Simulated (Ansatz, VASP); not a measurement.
## One calculation of PtSe2, two programs

File INCAR:

```
PREC = Accurate ; ENCUT = 520
EDIFF = 1E-6 ; ISMEAR = 0
SIGMA = 0.15 ; LREAL = F
LASPH = T ; NELM = 80
ALGO = Normal ; ISIF = 2
LWAVE = F ; LCHARG = T
GGA = CA ; LELF = T
LVHAR = T ; NBANDS = 18
```

The input KPOINTS:

```
regular mesh
0
Gamma
  15 15 10
```

Contents of POSCAR:

```
PtSe2
1.0
    4.0219206530      0.0000000000      0.0000000000
   -2.0109603265      3.4830854575      0.0000000000
    0.0000000000      0.0000000000      4.6570400000
Pt Se
1 2
Direct
    0.0000000000      0.0000000000      0.0000000000
    0.3333333333      0.6666666667      0.2500000000
    0.6666666667      0.3333333333      0.7500000000
```

Input for Ansatz:

```yaml
crystal:
  lattice:
    - [4.021920653, 0.0, 0.0]
    - [-2.0109603265, 3.4830854575, 0.0]
    - [0.0, 0.0, 4.65704]
  atoms:
    - { symbol: Pt, position: [0.0, 0.0, 0.0] }
    - { symbol: Se, position: [0.3333333333, 0.6666666667, 0.25] }
    - { symbol: Se, position: [0.6666666667, 0.3333333333, 0.75] }
basis:
  ecutwfc: 420
kpoints:
  mp_grid: { grid: [15, 15, 10] }
hamiltonian:
  xc: lda
scf:
  occupations: { method: gaussian, width: 0.15 }
output:
  forces: true
  stress: true
  eigenvalues: true
```

Change from the starting cell: strain +0.080 along x and y, -0.080 along z, atoms carried along.

Alike in both runs: task single point; functional LDA; k mesh 15 × 15 × 10; occupations gaussian, width 0.15 eV; no spin polarisation.

|  | VASP | Ansatz |
| --- | --- | --- |
| version | VASP 6.6.1 | Ansatz 0.2.0 |
| potentials or method | VASP PAW LDA potentials, release 64 (Pt, Se), cutoff 520 eV | scalar-relativistic, plane waves, PAW |
| valence electrons in the cell | 22 | 50 |

|  | VASP | Ansatz | Ansatz less VASP |
| --- | --- | --- | --- |
| gap on the k mesh at the Fermi level (eV) | none | none | - |
| pressure (GPa) | -11.9 | -12.1 | -0.21 |
| traceless stress, the component that is largest in VASP (GPa) | 7.26 | 7.38 | +0.125 |
| rms of the force components (eV/Å) | 0.130 | 0.145 | +0.0144 |

LDA's correlation is that of Perdew and Zunger in VASP and of Perdew and Wang (1992) in Ansatz. Atom by atom the forces differ by 0.014 eV/Å (rms over components). A gap of «none» marks a metal or a gap that the smearing closes. VASP's potentials hold 22 valence electrons a cell and Ansatz's 50, so a difference there can come from the potentials and not from the codes.

Neither program's run includes spin-orbit coupling.
